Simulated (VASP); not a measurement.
Input of a VASP 6.6.1 run:

INCAR

```
SYSTEM = Cu
PREC     = Accurate       ! precision mode
ENCUT    = 520            ! plane-wave cutoff, eV
EDIFF    = 1E-6           ! SCF threshold, eV
ISMEAR   = -1             ! smearing method
SIGMA    = 0.05           ! smearing width, eV
LREAL    = .False.        ! projectors in reciprocal space
LASPH    = .True.         ! aspherical terms in the spheres
NELM     = 80             ! most SCF steps
ALGO     = Fast           ! electronic algorithm
ISIF     = 2              ! what is computed and relaxed
LWAVE    = .False.        ! write WAVECAR
LCHARG   = .False.        ! write CHGCAR
GGA      = RP             ! functional
NBANDS   = 12             ! bands
```

KPOINTS

```
regular mesh
0
Gamma
  13 12 13
  0 0 0
```

File POSCAR:

```
Cu
1.0
    0.0022132145      1.8260601883      1.8338038941
    1.8459181778     -0.0100403187      1.8458677982
    1.8337679143      1.8260981570      0.0022229599
Cu
1
Direct
    0.0000000000      0.0000000000      0.0000000000
```

Potentials or basis: VASP PAW PBE potentials, release 64 (Cu).

The run is started by

```console
$ cat potpaw_PBE.64/Cu/POTCAR > POTCAR
$ mpirun -np 1 vasp_std > vasp.out
```

Q: Estimate the pressure.

A: 0.7 GPa.

Caveat: the PAW data sets were made with another functional, which shifts forces and pressure a little.
